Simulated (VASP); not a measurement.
# LiTbH4 (F-43m) in VASP: relaxation of cell and atoms with PBE

Aim: the relaxation of cell and atoms of LiTbH4 with PBE.

All numbers are computed with VASP 6.6.1; they aren't measurements. Logs are shortened: lines on timing, memory, paths and dates and some standing lists are left out, and cuts for length are marked.

### Step 1. The cell of the first run

The structure is cubic, space group F-43m (No. 216). The conventional cell has a = 5.940 Å, b = 5.940 Å, c = 5.940 Å, α = 90.00°, β = 90.00°, γ = 90.00°. Li (site symmetry -43m) has 12 H at 2.47 Å and 4 Tb at 2.57 Å within 3.3 Å. Tb (site symmetry -43m) has 12 H at 2.46 Å and 4 Li at 2.57 Å within 3.2 Å. H (site symmetry 3m) has 6 H at 2.07 to 2.13 Å and 3 Tb at 2.46 Å and 3 Li at 2.47 Å within 2.7 Å.

The cell was built from a structure type or drawn by symmetry, and may not be a known phase.

### Step 2. Relaxation of cell and atoms, PBE

INCAR reads:

```
PREC     = Accurate       # precision mode
ENCUT    = 750            # plane-wave cutoff, eV
EDIFF    = 1E-7           # SCF threshold, eV
ISMEAR   = 0              # smearing method
SIGMA    = 0.02           # smearing width, eV
LREAL    = False          # projectors in reciprocal space
LASPH    = True           # aspherical terms in the spheres
NELM     = 200            # most SCF steps
ALGO     = Normal         # electronic algorithm
ISIF     = 3              # what is computed and relaxed
LWAVE    = False          # write WAVECAR
LCHARG   = False          # write CHGCAR
GGA      = PE             # functional
IBRION   = 2              # ionic algorithm
NSW      = 100            # ionic steps
EDIFFG   = -0.01          # ionic threshold
GGA_COMPAT= False        
NELMIN   = 4            
LMAXMIX  = 6              # l up to which the mixer works
```

KPOINTS reads:

```
Automatic mesh
0
Gamma
  8 8 8
```

POSCAR reads:

```
LiTbH4
1.0
    0.0000000000      2.9699230886      2.9699230886
    2.9699230886      0.0000000000      2.9699230886
    2.9699230886      2.9699230886      0.0000000000
Li Tb H
1 1 4
Direct
    0.2500000000      0.2500000000      0.2500000000
    0.0000000000      0.0000000000      0.0000000000
    0.6265331293      0.6265331293      0.1204006122
    0.6265331293      0.1204006122      0.6265331293
    0.1204006122      0.6265331293      0.6265331293
    0.6265331293      0.6265331293      0.6265331293
```

Potentials or basis: VASP PAW PBE potentials, release 64 (Li_sv, Tb_3, H), 4f in core.

Started as:

```
> cat potpaw_PBE.64/Li_sv/POTCAR potpaw_PBE.64/Tb_3/POTCAR potpaw_PBE.64/H/POTCAR > POTCAR
> mpirun -np 1 vasp_std > vasp.out
```

OUTCAR:

```text
PREC = Accurate
   ENCUT = 750
   EDIFF = 1E-7
   ISMEAR = 0
   LREAL = False
   LASPH = True
   NELM = 200
   ISIF = 3
   GGA = PE
   IBRION = 2
   NSW = 100
   EDIFFG = -0.01
   NELMIN = 4

 ion  position               nearest neighbor table
   1  0.250  0.250  0.250-   2 2.57   2 2.57   2 2.57   2 2.57
   2  0.000  0.000  0.000-   1 2.57   1 2.57   1 2.57   1 2.57
   3  0.627  0.627  0.120-
   4  0.627  0.120  0.627-
   5  0.120  0.627  0.627-
   6  0.627  0.627  0.627-

  LATTYP: Found a face centered cubic cell.
 ALAT       =     5.9398461772

  Lattice vectors:

 A1 = (   0.0000000000,   2.9699230886,   2.9699230886)
 A2 = (   2.9699230886,   0.0000000000,   2.9699230886)
 A3 = (   2.9699230886,   2.9699230886,   0.0000000000)

Analysis of symmetry for initial positions (statically):
=====================================================================
 Subroutine PRICEL returns:
 Original cell was already a primitive cell.

 Routine SETGRP: Setting up the symmetry group for a
 face centered cubic supercell.

 Subroutine GETGRP returns: Found 24 space group operations
 (whereof 24 operations were pure point group operations)
 out of a pool of 48 trial point group operations.

The static configuration has the point symmetry T_d .

Analysis of symmetry for dynamics (positions and initial velocities):
=====================================================================
 Subroutine PRICEL returns:
 Original cell was already a primitive cell.

 Routine SETGRP: Setting up the symmetry group for a
 face centered cubic supercell.

 Subroutine GETGRP returns: Found 24 space group operations
 (whereof 24 operations were pure point group operations)
 out of a pool of 48 trial point group operations.

The dynamic configuration has the point symmetry T_d .

 Subroutine INISYM returns: Found 24 space group operations
 (whereof 24 operations are pure point group operations),
 and found     1 'primitive' translations

----------------------------------------------------------------------------------------

                                     Primitive cell

  volume of cell :      52.3921

  direct lattice vectors                    reciprocal lattice vectors
     0.000000000  2.969923089  2.969923089    -0.168354528  0.168354528  0.168354528
[... 110 lines left out ...]
   EFERMI_NEDOS =   21; number of points for ismear=-14 and -15
   IALGO  =     38    algorithm
   IMIX   =      4    mixing-type and parameters
     AMIX     =   0.40;   BMIX     =  1.00
     AMIX_MAG =   1.60;   BMIX_MAG =  1.00
  volume/ion in A,a.u.               =       8.73        58.93
  Fermi-wavevector in a.u.,A,eV,Ry     =   1.102452  2.083332 16.536522  1.215400
  Thomas-Fermi vector in A             =   2.238895
   LORBIT       =      0    0 simple, 1 ext, 2 COOP (PROOUT), +10 PAW based schemes
   GGA     = PE    functional components
   LHFCALC =     F    Hartree Fock is set to
   AEXX    =    0.0000 exact exchange contribution
   IVDW    =     0    specifies the selected vdW correction
   LEPSILON=     F    determine dielectric tensor
   LRPA    =     F    only Hartree local field effects (RPA)
 conjugate gradient relaxation of ions
 non-spin polarized calculation
 Gauss-broadening in eV      SIGMA  =   0.02
  energy-cutoff  :      750.00
  volume of cell :       52.39
 maximum number of plane-waves:      2468
 NGX is ok and might be reduce to    40
   NGX = 19   NGY = 19   NGZ = 19

 number of electron      16.0000000 magnetization

 Free energy of the ion-electron system (eV)
  ---------------------------------------------------
  ext. energy  EPLUGINS =         0.00000000
  ---------------------------------------------------
  free energy    TOTEN  =       -18.47217810 eV

  energy without entropy =      -18.47217810  energy(sigma->0) =      -18.47217810

 E-fermi :   2.1488     XC(G=0): -10.0321

 val. band max:        2.0507103461   @ k =   0.5000   0.5000   0.0000
 cond. band min:       2.6974873867   @ k =   0.2500   0.2500   0.0000
 fundamental gap:      0.6467770406
 Fermi energy:         2.1488403787

 k-point     1 :       0.0000    0.0000    0.0000
  band No.  band energies     occupation
      1     -44.8563      2.00000
      2     -19.7994      2.00000
      3     -19.7994      2.00000
      4     -19.7994      2.00000
      5      -5.4995      2.00000
      6       1.4788      2.00000
      7       1.4788      2.00000
      8       1.4788      2.00000
      9       5.0355      0.00000
     10       5.0746      0.00000
     11       5.2119      0.00000
     12       5.2119      0.00000
[... 331 lines left out ...]
 k-point    24 :      -0.3750    0.2500    0.1250
  band No.  band energies     occupation
      1     -44.8577      2.00000
      2     -19.9584      2.00000
      3     -19.8682      2.00000
      4     -19.8421      2.00000
      5      -2.9396      2.00000
      6      -1.6775      2.00000
      7       0.7039      2.00000
      8       1.3224      2.00000
      9       4.4634      0.00000
     10       5.1096      0.00000
     11       6.2460      0.00000
     12       7.3893      0.00000

 [... further k-points ...]

------------------------ aborting loop because EDIFF is reached ----------------------------------------

  FORCE on cell =-STRESS in cart. coord.  units (eV):
  Direction    XX          YY          ZZ          XY          YZ          ZX
  --------------------------------------------------------------------------------------
  -------------------------------------------------------------------------------------
  Total        0.0488001      0.0488001      0.0488001      0.0000000      0.0000000     -0.0000000
  in kB        1.4923319      1.4923319      1.4923319      0.0000000      0.0000000     -0.0000000
  external PRESSURE =       1.4923319 kB  Pullay stress =       0.0000000 kB

 VOLUME and BASIS-vectors are now :
 -----------------------------------------------------------------------------
  energy-cutoff  :      750.00
  volume of cell :       52.39
      direct lattice vectors                 reciprocal lattice vectors
     0.000000000  2.969923089  2.969923089    -0.168354528  0.168354528  0.168354528
     2.969923089  0.000000000  2.969923089     0.168354528 -0.168354528  0.168354528
     2.969923089  2.969923089  0.000000000     0.168354528  0.168354528 -0.168354528

 POSITION                                       TOTAL-FORCE (eV/Angst)
 -----------------------------------------------------------------------------------
      1.48496      1.48496      1.48496        -0.000000     -0.000000     -0.000000
      0.00000      0.00000      0.00000        -0.000000     -0.000000     -0.000000
      2.21834      2.21834      3.72151         0.002362      0.002362     -0.002362
      2.21834      3.72151      2.21834         0.002362     -0.002362      0.002362
      3.72151      2.21834      2.21834        -0.002362      0.002362      0.002362
      3.72151      3.72151      3.72151        -0.002362     -0.002362     -0.002362
 -----------------------------------------------------------------------------------
    total drift:                               -0.000000     -0.000000     -0.000000

  FREE ENERGIE OF THE ION-ELECTRON SYSTEM (eV)
  ---------------------------------------------------
  free  energy   TOTEN  =       -18.4721781005 eV

  energy  without entropy=      -18.4721781005  energy(sigma->0) =      -18.47217810

 reached required accuracy - stopping structural energy minimisation
```

CONTCAR:

```text
LiTbH4
   1.00000000000000
     0.0000000000000000    2.9699230885999999    2.9699230885999999
     2.9699230885999999    0.0000000000000000    2.9699230885999999
     2.9699230885999999    2.9699230885999999    0.0000000000000000
  Li              Tb              H
     1     1     4
Direct
     0.2500000000000000    0.2500000000000000    0.2500000000000000
     0.0000000000000000    0.0000000000000000    0.0000000000000000
     0.6265331293000003    0.6265331293000003    0.1204006122000010
     0.6265331293000003    0.1204006122000010    0.6265331293000003
     0.1204006122000010    0.6265331293000003    0.6265331293000003
     0.6265331293000003    0.6265331293000003    0.6265331293000003

  0.00000000E+00  0.00000000E+00  0.00000000E+00
  0.00000000E+00  0.00000000E+00  0.00000000E+00
  0.00000000E+00  0.00000000E+00  0.00000000E+00
  0.00000000E+00  0.00000000E+00  0.00000000E+00
  0.00000000E+00  0.00000000E+00  0.00000000E+00
  0.00000000E+00  0.00000000E+00  0.00000000E+00
```

Wall time 67 s (1 thread of Intel Xeon Platinum 8375C at 2.90GHz (Ice Lake), shared host); peak memory 0.24 GiB.

Results:

- Free energy: -18.4722 eV
- Pressure after relaxing: 0.1 GPa
- Largest force after relaxing: 0.004 eV/Å
- Band gap on the k mesh: 0.65 eV (least direct gap 0.86 eV)

Forces on the atoms (eV/Å):
```
Li   0.000  0.000  0.000
Tb   0.000  0.000  0.000
H    0.002  0.002 -0.002
H    0.002 -0.002  0.002
H   -0.002  0.002  0.002
H   -0.002 -0.002 -0.002
```

Final structure:
```xyz
6
Lattice="0.0000 2.9699 2.9699 2.9699 0.0000 2.9699 2.9699 2.9699 0.0000" Properties=species:S:1:pos:R:3 pbc="T T T"
Li    1.4850    1.4850    1.4850
Tb    0.0000    0.0000    0.0000
H     2.2183    2.2183    3.7215
H     2.2183    3.7215    2.2183
H     3.7215    2.2183    2.2183
H     3.7215    3.7215    3.7215
```

Levels at points of the mesh, in eV from the valence-band top:
```csv
k point,band 5,band 6,band 7,band 8,band 9,band 10,band 11,band 12
"(0.00, 0.00, 0.00)",-7.55,-0.57,-0.57,-0.57,2.98,3.02,3.16,3.16
"(0.50, 0.00, 0.00)",-5.36,-3.52,-1.10,-1.10,3.60,3.60,4.30,4.43
"(0.50, 0.50, 0.00)",-5.04,-4.00,0.00,0.00,0.87,4.11,4.17,4.17
```

Caveat: the relaxation stopped at its first step, so nothing moved; spin-orbit coupling is left out, which moves the levels of the heavy elements; the 4f electrons are frozen in the core, so they carry no moment and show no levels.
